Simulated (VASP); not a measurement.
# Hg (P6_3/mmc) in VASP: notebook, part 3 of 3

VASP 6.6.1. The steps go on from the part before.

### Step 6. Single point, PBEsol+D3(BJ) (23.08 Å³/atom)

Contents of INCAR:

```
ALGO     = Fast           # electronic algorithm
EDIFF    = 1E-6           # SCF threshold, eV
ENCUT    = 520            # plane-wave cutoff, eV
GGA      = PS             # functional
ISIF     = 2              # what is computed and relaxed
ISMEAR   = 0              # smearing method
IVDW     = 12             # dispersion correction
LASPH    = True           # aspherical terms in the spheres
LCHARG   = False          # write CHGCAR
LREAL    = False          # projectors in reciprocal space
LWAVE    = False          # write WAVECAR
NBANDS   = 19             # bands
NELM     = 100            # most SCF steps
PREC     = Accurate       # precision mode
SIGMA    = 0.15           # smearing width, eV
```

Contents of KPOINTS:

```
k-points
0
Gamma
  18 18 10
```

Contents of POSCAR:

```
Hg
1.0
    3.1732436244      0.0000000000      0.0000000000
   -1.5866218122      2.7481095911      0.0000000000
    0.0000000000      0.0000000000      5.2942396629
Hg
2
Direct
    0.6666666667      0.3333333333      0.7500000000
    0.3333333333      0.6666666667      0.2500000000
```

Potentials or basis: VASP PAW PBE potentials, release 64 (Hg).

Launch:

```console
cat potpaw_PBE.64/Hg/POTCAR > POTCAR
mpirun -np 1 vasp_std > vasp.out
```

OUTCAR:

```text
EDIFF = 1E-6
   ENCUT = 520
   GGA = PS
   ISIF = 2
   ISMEAR = 0
   IVDW = 12
   LASPH = True
   LREAL = False
   NELM = 100
   PREC = Accurate
 IVDW          = 12

 ion  position               nearest neighbor table
   1  0.667  0.333  0.750-   2 3.22   2 3.22   2 3.22   2 3.22   2 3.22   2 3.22
   2  0.333  0.667  0.250-   1 3.22   1 3.22   1 3.22   1 3.22   1 3.22   1 3.22

  LATTYP: Found a hexagonal cell.
 ALAT       =     3.1732436244
 C/A-ratio  =     1.6684000000

  Lattice vectors:

 A1 = (   3.1732436244,   0.0000000000,   0.0000000000)
 A2 = (  -1.5866218122,   2.7481095911,   0.0000000000)
 A3 = (   0.0000000000,   0.0000000000,   5.2942396629)

Analysis of symmetry for initial positions (statically):
=====================================================================
 Subroutine PRICEL returns:
 Original cell was already a primitive cell.

 Routine SETGRP: Setting up the symmetry group for a
 hexagonal supercell.

 Subroutine GETGRP returns: Found 24 space group operations
 (whereof 12 operations were pure point group operations)
 out of a pool of 24 trial point group operations.

The static configuration has the point symmetry D_3d.
 The point group associated with its full space group is D_6h.

Analysis of symmetry for dynamics (positions and initial velocities):
=====================================================================
 Subroutine PRICEL returns:
 Original cell was already a primitive cell.

 Routine SETGRP: Setting up the symmetry group for a
 hexagonal supercell.

 Subroutine GETGRP returns: Found 24 space group operations
 (whereof 12 operations were pure point group operations)
 out of a pool of 24 trial point group operations.

The dynamic configuration has the point symmetry D_3d.
 The point group associated with its full space group is D_6h.

 Subroutine INISYM returns: Found 24 space group operations
 (whereof 12 operations are pure point group operations),
 and found     1 'primitive' translations

----------------------------------------------------------------------------------------

                                     Primitive cell

  volume of cell :      46.1680

  direct lattice vectors                    reciprocal lattice vectors
     3.173243624  0.000000000  0.000000000     0.315134959  0.181943254  0.000000000
    -1.586621812  2.748109591  0.000000000     0.000000000  0.363886507  0.000000000
     0.000000000  0.000000000  5.294239663     0.000000000  0.000000000  0.188884536

  length of vectors
     3.173243624  3.173243624  5.294239663     0.363886507  0.363886507  0.188884536

  position of ions in fractional coordinates (direct lattice)
     0.666666667  0.333333333  0.750000000
     0.333333333  0.666666667  0.250000000

  ion indices of the primitive-cell ions
   primitive index   ion index
                 1           1
                 2           2

----------------------------------------------------------------------------------------

 KPOINTS: k-points

Automatic generation of k-mesh.
 Grid dimensions read from file:
 generate k-points for:   18   18   10

 Generating k-lattice:

  Cartesian coordinates                     Fractional coordinates (reciprocal lattice)
     0.017507498  0.010107959  0.000000000     0.055555556  0.000000000  0.000000000
     0.000000000  0.020215917  0.000000000     0.000000000  0.055555556  0.000000000
     0.000000000  0.000000000  0.018888454     0.000000000  0.000000000  0.100000000

  Length of vectors
     0.020215917  0.020215917  0.018888454

  Shift w.r.t. Gamma in fractional coordinates (k-lattice)
     0.000000000  0.000000000  0.000000000

 Subroutine IBZKPT returns following result:
 ===========================================

 Found    222 irreducible k-points:

 Following reciprocal coordinates:
            Coordinates               Weight
  0.000000  0.000000  0.000000      1.000000
  0.055556  0.000000  0.000000      6.000000
  0.111111  0.000000  0.000000      6.000000
  0.166667  0.000000  0.000000      6.000000
  0.222222  0.000000  0.000000      6.000000
  0.277778  0.000000  0.000000      6.000000
[... 16 lines left out ...]
  0.333333  0.111111  0.000000     12.000000
  0.388889  0.111111  0.000000     12.000000
 [... further k-points ...]
   k-points           NKPTS =    222   k-points in BZ     NKDIM =    222   number of bands    NBANDS=     19
   number of dos      NEDOS =    301   number of ions     NIONS =      2
   total plane-waves  NPLWV =  23040
   dimension x,y,z NGX =    24 NGY =   24 NGZ =   40
   dimension x,y,z NGXF=    48 NGYF=   48 NGZF=   80
   ions per type =               2
   NGX,Y,Z   is equivalent  to a cutoff of  12.57, 12.57, 12.56 a.u.
   NGXF,Y,Z  is equivalent  to a cutoff of  25.15, 25.15, 25.12 a.u.
 SYSTEM =  unknown system
   PREC   = accura    normal or accurate (medium, high low for compatibility)
   ISTART =      0    job   : 0-new  1-cont  2-samecut
   ICHARG =      2    charge: 1-file 2-atom 10-const
   ISPIN  =      1    spin polarized calculation?
   LNONCOLLINEAR =      F non collinear calculations
   LSORBIT =      F    spin-orbit coupling
   LASPH  =      T    aspherical Exc in radial PAW
   ENCUT  =  520.0 eV  38.22 Ry    6.18 a.u.   5.90  5.90  9.84*2*pi/ulx,y,z
   NELM   =    100;   NELMIN=  2; NELMDL= -5     # of ELM steps
   EDIFF  = 0.1E-05   stopping-criterion for ELM
   LREAL  =      F    real-space projection
   EDIFFG = 0.1E-04   stopping-criterion for IOM
   NSW    =      0    number of steps for IOM
   IBRION =     -1    ionic relax: 0-MD 1-quasi-New 2-CG
   NFREE  =      0    steps in history (QN), initial steepest desc. (CG)
   ISIF   =      2    stress and relaxation
   ISYM   =      2    0-nonsym 1-usesym 2-fastsym
   POTIM  = 0.5000    time-step for ionic-motion
   TEBEG  =    0.0;   TEEND  =   0.0 temperature during run
   PSTRESS=    0.0 pullay stress
   NELECT =      24.0000    total number of electrons
   NUPDOWN=      -1.0000    fix difference up-down
   EMIN   =  10.00;   EMAX   =-10.00  energy-range for DOS
   EFERMI =   0.00;   METHOD = LEGACY
   ISMEAR =     0;   SIGMA  =   0.15  broadening in eV -4-tet -1-fermi 0-gaus
   EFERMI_NEDOS =   21; number of points for ismear=-14 and -15
   IALGO  =     68    algorithm
   IMIX   =      4    mixing-type and parameters
     AMIX     =   0.40;   BMIX     =  1.00
     AMIX_MAG =   1.60;   BMIX_MAG =  1.00
  volume/ion in A,a.u.               =      23.08       155.78
  Fermi-wavevector in a.u.,A,eV,Ry     =   1.316330  2.487504 23.575162  1.732726
  Thomas-Fermi vector in A             =   2.446450
   LORBIT       =      0    0 simple, 1 ext, 2 COOP (PROOUT), +10 PAW based schemes
   GGA     = PS    functional components
   LHFCALC =     F    Hartree Fock is set to
   AEXX    =    0.0000 exact exchange contribution
   IVDW    =    12    specifies the selected vdW correction
   LEPSILON=     F    determine dielectric tensor
   LRPA    =     F    only Hartree local field effects (RPA)
 non-spin polarized calculation
 RMM-DIIS sequential band-by-band and
 Gauss-broadening in eV      SIGMA  =   0.15
  energy-cutoff  :      520.00
  volume of cell :       46.17
 maximum number of plane-waves:      1278
 NGX is ok and might be reduce to    24
   NGX = 11   NGY = 11   NGZ = 19

 number of electron      24.0000010 magnetization

 Free energy of the ion-electron system (eV)
  ---------------------------------------------------
  ext. energy  EPLUGINS =         0.00000000
  ---------------------------------------------------
  free energy    TOTEN  =        -1.08038385 eV

  energy without entropy =       -1.07037420  energy(sigma->0) =       -1.07537902

 E-fermi :   2.5654     XC(G=0): -11.1737

 val. band max:        2.5615132920   @ k =   0.2778   0.2778   0.0000
 cond. band min:       2.5737088398   @ k =   0.3333   0.1667   0.1000
 fundamental gap:      0.0121955478
 Fermi energy:         2.5654466514

 k-point     1 :       0.0000    0.0000    0.0000
  band No.  band energies     occupation
      1      -6.5534      2.00000
      2      -5.4206      2.00000
      3      -4.3825      2.00000
      4      -4.2527      2.00000
      5      -4.2527      2.00000
      6      -4.1209      2.00000
[... 11 lines left out ...]
     18      17.5043      0.00000
     19      18.2190      0.00000
[... 489 lines left out ...]
      3      -4.9110      2.00000
      4      -4.2729      2.00000
      5      -4.0374      2.00000
      6      -3.9472      2.00000
[... 11 lines left out ...]
     18      13.7758      0.00000
     19      14.6847      0.00000

 [... further k-points ...]

------------------------ aborting loop because EDIFF is reached ----------------------------------------

 Edisp (eV)   -0.86496

 E8    (eV) :    -0.5867

  FORCE on cell =-STRESS in cart. coord.  units (eV):
  Direction    XX          YY          ZZ          XY          YZ          ZX
  --------------------------------------------------------------------------------------
  -------------------------------------------------------------------------------------
  Total      -0.52535    -0.52535    -0.59373    -0.00000     0.00000     0.00000
  in kB     -18.23132   -18.23132   -20.60417    -0.00000     0.00000     0.00000
  external pressure =      -19.02 kB  Pullay stress =        0.00 kB

 VOLUME and BASIS-vectors are now :
 -----------------------------------------------------------------------------
  energy-cutoff  :      520.00
  volume of cell :       46.17
      direct lattice vectors                 reciprocal lattice vectors
     3.173243624  0.000000000  0.000000000     0.315134959  0.181943254  0.000000000
    -1.586621812  2.748109591  0.000000000     0.000000000  0.363886507  0.000000000
     0.000000000  0.000000000  5.294239663     0.000000000  0.000000000  0.188884536

 POSITION                                       TOTAL-FORCE (eV/Angst)
 -----------------------------------------------------------------------------------
      1.58662      0.91604      3.97068        -0.000000     -0.000000      0.000000
     -0.00000      1.83207      1.32356         0.000000      0.000000      0.000000
 -----------------------------------------------------------------------------------
    total drift:                               -0.000000      0.000000     -0.000000

  FREE ENERGIE OF THE ION-ELECTRON SYSTEM (eV)
  ---------------------------------------------------
  free  energy   TOTEN  =        -1.9453460111 eV

  energy  without entropy=       -1.9353363556  energy(sigma->0) =       -1.94034118
```

Wall time 39 s (1 thread of Intel Xeon 6975P-C (Granite Rapids), shared host); peak memory 0.28 GiB.

Results:

| Property | Result |
| --- | --- |
| Free energy | -1.9453 eV |
| Pressure | -1.9 GPa |
| Band gap on the k mesh | zero (bands 12 and 13 overlap by 1.92 eV) |
| Dispersion energy per atom | -0.432 eV |

Stress tensor (GPa, compression positive):
```
-1.82  0.00  0.00
 0.00 -1.82  0.00
 0.00  0.00 -2.06
```

Caveat: the PAW data sets were made with another functional, which shifts forces and pressure a little; spin-orbit coupling is left out, which moves the levels of the heavy elements.

### Step 7. The runs side by side

| cell | further INCAR settings | gap on the mesh (eV) | pressure (GPa) |
| --- | --- | --- | --- |
| a = 3.131, b = 3.131, c = 5.438 Å, angles 90.0, 90.0, 120.0°, 2 atoms | ALGO = Fast; EDIFF = 1e-06; NBANDS = 19 | none | -2.0 |
| a = 3.259, b = 3.259, c = 5.019 Å, angles 90.0, 90.0, 120.0°, 2 atoms | ALGO = Fast; EDIFF = 1e-07; NBANDS = 19 | none | -1.8 |
| a = 3.216, b = 3.216, c = 5.155 Å, angles 90.0, 90.0, 120.0°, 2 atoms | ALGO = Fast; EDIFF = 1e-06; NBANDS = 19 | none | -1.8 |
| a = 3.303, b = 3.303, c = 4.886 Å, angles 90.0, 90.0, 120.0°, 2 atoms | ALGO = Fast; EDIFF = 1e-06; NBANDS = 19 | none | -1.8 |
| a = 3.173, b = 3.173, c = 5.294 Å, angles 90.0, 90.0, 120.0°, 2 atoms | ALGO = Fast; EDIFF = 1e-06; NBANDS = 19 | none | -1.9 |

Alike in all rows: task single point; level PBEsol+D3(BJ); potentials or basis VASP PAW PBE potentials, release 64 (Hg); no spin polarisation; k mesh 18 × 18 × 10; cutoff (eV) 520; smearing gaussian 0.15 eV.

Caveats: the PAW data sets were made with another functional, which shifts forces and pressure a little; spin-orbit coupling is left out, which moves the levels of the heavy elements.

Absolute energies hang on the potentials; compare differences alone.

The gap in the log of VASP goes by the Fermi energy; the results here count the filled bands.